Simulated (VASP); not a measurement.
# Si6O in VASP: single point with PBEsol

Aim: the single point of Si6O with PBEsol.

All numbers are computed with VASP 6.6.1; they aren't measurements. Logs are shortened: lines on timing, memory, paths and dates and some standing lists are left out, and cuts for length are marked.

## 1. The cell of the first run

The cell holds a slab with vacuum, 7 atoms: a = 3.842 Å, b = 3.842 Å, c = 26.058 Å, α = 90.00°, β = 90.00°, γ = 120.00°.

## 2. Single point, PBEsol, collinear spin, ferromagnetic start

INCAR reads:

```
PREC = Accurate ; ENCUT = 520
EDIFF = 1E-6 ; ISMEAR = 0
SIGMA = 0.05 ; LREAL = False
LASPH = True ; NELM = 150
ALGO = Normal ; ISIF = 2
LWAVE = False ; LCHARG = False
ISPIN = 2 ; MAGMOM = 0 0 0 0 0 0 2
LORBIT = 11 ; LDIPOL = True
IDIPOL = 3 ; DIPOL = 0.5 0.5 0.477
GGA = PS ; NBANDS = 28
```

KPOINTS reads:

```
Automatic mesh
0
Gamma
  9 9 1
```

POSCAR reads:

```
Si6O
1.0
    3.8417168278      0.0000000000      0.0000000000
   -1.9208584139      3.3270243670      0.0000000000
    0.0000000000      0.0000000000     26.0576844733
Si O
6 1
Direct
    0.3333333333      0.6666666666      0.3261993601
    0.0000000000      0.0000000000      0.3562936366
    0.0000000000      0.0000000000      0.4465764664
    0.6774504766      0.3387252383      0.4790797633
    0.3435905437      0.1717952718      0.5637357201
    0.0327976486      0.5163988243      0.5606780370
   -0.3025756978      0.3487121511      0.6091885831
```

Potentials or basis: VASP PAW PBE potentials, release 64 (Si, O).

Launch:

```
$ cat potpaw_PBE.64/Si/POTCAR potpaw_PBE.64/O/POTCAR > POTCAR
$ mpirun -np 1 vasp_std > vasp.out
```

OUTCAR:

```text
PREC = Accurate
   ENCUT = 520
   EDIFF = 1E-6
   ISMEAR = 0
   LREAL = False
   LASPH = True
   NELM = 150
   ISIF = 2
   ISPIN = 2
   LORBIT = 11
   GGA = PS

 ion  position               nearest neighbor table
   1  0.333  0.667  0.326-   2 2.35   2 2.35   2 2.35
   2  0.000  0.000  0.356-   1 2.35   1 2.35   1 2.35   3 2.35
   3  0.000  0.000  0.447-   2 2.35   4 2.36   4 2.36   4 2.41
   4  0.677  0.339  0.479-   3 2.36   3 2.36   3 2.41   6 2.43   5 2.47
   5  0.344  0.172  0.564-   7 1.67   6 2.18   6 2.18   6 2.29   4 2.47
   6  0.033  0.516  0.561-   7 1.69   5 2.18   5 2.18   5 2.29   4 2.43
   7  0.697  0.349  0.609-   5 1.67   6 1.69

  LATTYP: Found a hexagonal cell.
 ALAT       =     3.8417168278
 C/A-ratio  =     6.7828227955

  Lattice vectors:

 A1 = (   3.8417168278,   0.0000000000,   0.0000000000)
 A2 = (  -1.9208584139,   3.3270243670,   0.0000000000)
 A3 = (   0.0000000000,   0.0000000000,  26.0576844733)

Analysis of symmetry for initial positions (statically):
=====================================================================
 Subroutine PRICEL returns:
 Original cell was already a primitive cell.

 Routine SETGRP: Setting up the symmetry group for a
 hexagonal supercell.

 Subroutine GETGRP returns: Found  2 space group operations
 (whereof  2 operations were pure point group operations)
 out of a pool of 24 trial point group operations.

The static configuration has the point symmetry C_1h.

Analysis of symmetry for dynamics (positions and initial velocities):
=====================================================================
 Subroutine PRICEL returns:
 Original cell was already a primitive cell.

 Routine SETGRP: Setting up the symmetry group for a
 hexagonal supercell.

 Subroutine GETGRP returns: Found  2 space group operations
 (whereof  2 operations were pure point group operations)
 out of a pool of 24 trial point group operations.

The dynamic configuration has the point symmetry C_1h.

Analysis of structural, dynamic, and magnetic symmetry:
=====================================================================
 Subroutine PRICEL returns:
 Original cell was already a primitive cell.

 Routine SETGRP: Setting up the symmetry group for a
 hexagonal supercell.

 Subroutine GETGRP returns: Found  2 space group operations
 (whereof  2 operations were pure point group operations)
 out of a pool of 24 trial point group operations.

The overall configuration has the point symmetry C_1h.

 Subroutine INISYM returns: Found  2 space group operations
 (whereof  2 operations are pure point group operations),
 and found     1 'primitive' translations

----------------------------------------------------------------------------------------

                                     Primitive cell

  volume of cell :     333.0559

  direct lattice vectors                    reciprocal lattice vectors
     3.841716828  0.000000000  0.000000000     0.260300289  0.150284442  0.000000000
    -1.920858414  3.327024367  0.000000000     0.000000000  0.300568884  0.000000000
     0.000000000  0.000000000 26.057684473     0.000000000  0.000000000  0.038376395

  length of vectors
     3.841716828  3.841716828 26.057684473     0.300568884  0.300568884  0.038376395

  position of ions in fractional coordinates (direct lattice)
     0.333333333  0.666666667  0.326199360
     0.000000000  0.000000000  0.356293637
     0.000000000  0.000000000  0.446576466
     0.677450477  0.338725238  0.479079763
     0.343590544  0.171795272  0.563735720
     0.032797649  0.516398824  0.560678037
     0.697424302  0.348712151  0.609188583

  ion indices of the primitive-cell ions
   primitive index   ion index
                 1           1
                 2           2
                 3           3
                 4           4
                 5           5
                 6           6
                 7           7

----------------------------------------------------------------------------------------

 KPOINTS: Automatic mesh

Automatic generation of k-mesh.
 Grid dimensions read from file:
[... 54 lines left out ...]
 SYSTEM =  unknown system
   PREC   = accura    normal or accurate (medium, high low for compatibility)
   ISTART =      0    job   : 0-new  1-cont  2-samecut
   ICHARG =      2    charge: 1-file 2-atom 10-const
   ISPIN  =      2    spin polarized calculation?
   LNONCOLLINEAR =      F non collinear calculations
   LSORBIT =      F    spin-orbit coupling
   LASPH  =      T    aspherical Exc in radial PAW
   ENCUT  =  520.0 eV  38.22 Ry    6.18 a.u.   7.14  7.14 48.45*2*pi/ulx,y,z
   NELM   =    150;   NELMIN=  2; NELMDL= -5     # of ELM steps
   EDIFF  = 0.1E-05   stopping-criterion for ELM
   LREAL  =      F    real-space projection
   EDIFFG = 0.1E-04   stopping-criterion for IOM
   NSW    =      0    number of steps for IOM
   IBRION =     -1    ionic relax: 0-MD 1-quasi-New 2-CG
   NFREE  =      0    steps in history (QN), initial steepest desc. (CG)
   ISIF   =      2    stress and relaxation
   ISYM   =      2    0-nonsym 1-usesym 2-fastsym
   POTIM  = 0.5000    time-step for ionic-motion
   TEBEG  =    0.0;   TEEND  =   0.0 temperature during run
   PSTRESS=    0.0 pullay stress
   NELECT =      30.0000    total number of electrons
   NUPDOWN=      -1.0000    fix difference up-down
   EMIN   =  10.00;   EMAX   =-10.00  energy-range for DOS
   EFERMI =   0.00;   METHOD = LEGACY
   ISMEAR =     0;   SIGMA  =   0.05  broadening in eV -4-tet -1-fermi 0-gaus
   EFERMI_NEDOS =   21; number of points for ismear=-14 and -15
   IALGO  =     38    algorithm
   IMIX   =      4    mixing-type and parameters
     AMIX     =   0.40;   BMIX     =  1.00
     AMIX_MAG =   1.60;   BMIX_MAG =  1.00
  volume/ion in A,a.u.               =      47.58       321.08
  Fermi-wavevector in a.u.,A,eV,Ry     =   0.733854  1.386783  7.327300  0.538541
  Thomas-Fermi vector in A             =   1.826664
   LORBIT       =     11    0 simple, 1 ext, 2 COOP (PROOUT), +10 PAW based schemes
   GGA     = PS    functional components
   LHFCALC =     F    Hartree Fock is set to
   AEXX    =    0.0000 exact exchange contribution
   IVDW    =     0    specifies the selected vdW correction
   LEPSILON=     F    determine dielectric tensor
   LRPA    =     F    only Hartree local field effects (RPA)
 spin polarized calculation
 Gauss-broadening in eV      SIGMA  =   0.05
  energy-cutoff  :      520.00
  volume of cell :      333.06
 maximum number of plane-waves:      9045
 NGX is ok and might be reduce to    30
   NGX = 15   NGY = 15   NGZ = 97

 dipolmoment           0.000000      0.000000     -0.002627 electrons x Angstroem

 number of electron      30.0000000 magnetization       0.0039662

 number of electron      30.0000000 magnetization      -0.0000159

 dipolmoment           0.000000      0.000000      0.013145 electrons x Angstroem

 Free energy of the ion-electron system (eV)
  ---------------------------------------------------
  ext. energy  EPLUGINS =         0.00000000
  ---------------------------------------------------
  free energy    TOTEN  =       -39.91771788 eV

  energy without entropy =      -39.91530925  energy(sigma->0) =      -39.91651357

 E-fermi :  -1.0543     XC(G=0):  -4.0174

 val. band max:       -1.0759079605   @ k =  -0.1111   0.2222   0.0000
 cond. band min:      -1.0420741043   @ k =   0.3333   0.1111   0.0000
 fundamental gap:      0.0338338562
 Fermi energy:        -1.0543311635

 spin component 1

 k-point     1 :       0.0000    0.0000    0.0000
  band No.  band energies     occupation
      1     -22.2282      1.00000
      2     -13.6808      1.00000
      3     -11.8880      1.00000
      4     -10.7020      1.00000
      5      -8.1115      1.00000
      6      -7.0209      1.00000
[... 709 lines left out ...]
     26       5.7193      0.00000
     27       6.0758      0.00000

 [... further k-points ...]

 spin component 2

 k-point     1 :       0.0000    0.0000    0.0000
  band No.  band energies     occupation
      1     -22.2282      1.00000
      2     -13.6808      1.00000
      3     -11.8880      1.00000
      4     -10.7020      1.00000
      5      -8.1115      1.00000
      6      -7.0209      1.00000
[... 709 lines left out ...]
     26       5.7192      0.00000
     27       6.0755      0.00000

 [... further k-points ...]

 [bands above 27 left out]

------------------------ aborting loop because EDIFF is reached ----------------------------------------

 vacuum level on the upper side and lower side of the slab       (xc-potential included)        -0.012        -0.183

  FORCE on cell =-STRESS in cart. coord.  units (eV):
  Direction    XX          YY          ZZ          XY          YZ          ZX
  --------------------------------------------------------------------------------------
  -------------------------------------------------------------------------------------
  Total        7.1059943      7.2415030     -0.3640181     -0.1173540     -0.0552437     -0.0956850
  in kB       34.1836384     34.8355078     -1.7511221     -0.5645355     -0.2657520     -0.4602963
  external PRESSURE =      22.4226747 kB  Pullay stress =       0.0000000 kB

 VOLUME and BASIS-vectors are now :
 -----------------------------------------------------------------------------
  energy-cutoff  :      520.00
  volume of cell :      333.06
      direct lattice vectors                 reciprocal lattice vectors
     3.841716828  0.000000000  0.000000000     0.260300289  0.150284442  0.000000000
    -1.920858414  3.327024367  0.000000000     0.000000000  0.300568884  0.000000000
     0.000000000  0.000000000 26.057684473     0.000000000  0.000000000  0.038376395

 POSITION                                       TOTAL-FORCE (eV/Angst)
 -----------------------------------------------------------------------------------
     -0.00000      2.21802      8.50000         0.069181      0.039941      0.570134
      0.00000      0.00000      9.28419        -0.045832     -0.026461     -0.515426
      0.00000      0.00000     11.63675        -0.020730     -0.011969     -0.067832
      1.95193      1.12695     12.48371        -0.003394     -0.001959     -0.004021
      0.98998      0.57157     14.68965        -0.063212     -0.036495     -0.072563
     -0.86593      1.71807     14.60997         0.048784      0.028166     -0.071412
      2.00948      1.16017     15.87404         0.015203      0.008777      0.161120
 -----------------------------------------------------------------------------------
    total drift:                               -0.000004     -0.000003     -0.000705

  FREE ENERGIE OF THE ION-ELECTRON SYSTEM (eV)
  ---------------------------------------------------
  free  energy   TOTEN  =       -39.9177178817 eV

  energy  without entropy=      -39.9153092510  energy(sigma->0) =      -39.91651357

 vacuum level on the upper side and lower side of the slab         4.227         4.051

 total charge

# of ion       s       p       d       tot
------------------------------------------
    1        0.807   0.839   0.000   1.646
    2        0.759   0.908   0.000   1.667
    3        0.794   0.863   0.000   1.657
    4        0.757   0.927   0.000   1.684
    5        0.765   0.999   0.000   1.764
    6        0.762   0.993   0.000   1.754
    7        1.584   3.510   0.000   5.094
--------------------------------------------------
tot          6.227   9.039   0.000  15.265

 magnetization (x)

# of ion       s       p       d       tot
------------------------------------------
    1       -0.000  -0.000   0.000  -0.000
    2       -0.000   0.000   0.000   0.000
    3       -0.000  -0.000   0.000  -0.000
    4        0.000  -0.000   0.000  -0.000
    5        0.000   0.000   0.000   0.000
    6        0.000   0.000   0.000   0.000
    7        0.000   0.000   0.000   0.000
--------------------------------------------------
tot         -0.000  -0.000   0.000  -0.000
```

Run time: 13 min. Hardware: 1 thread of Intel Xeon 6975P-C (Granite Rapids), shared host; peak memory 0.77 GiB.

Results:

| Quantity | Value |
| --- | --- |
| Free energy | -39.9177 eV |
| Largest force | 0.576 eV/Å |
| Band gap on the k mesh | zero (filled and empty bands overlap) |
| Net moment | 0.00 μB per cell |
| Valence electrons inside the program's atomic spheres | Si 1.65, 1.67, 1.66, 1.68, 1.76, 1.75; O 5.09 |

Forces on the atoms (eV/Å):
```
Si   0.069  0.040  0.570
Si  -0.046 -0.026 -0.515
Si  -0.021 -0.012 -0.068
Si  -0.003 -0.002 -0.004
Si  -0.063 -0.036 -0.073
Si   0.049  0.028 -0.071
O    0.015  0.009  0.161
```

Caveat: the PAW data sets were made with another functional, which shifts forces and pressure a little.

The gap in the log of VASP goes by the Fermi energy; the results here count the filled bands.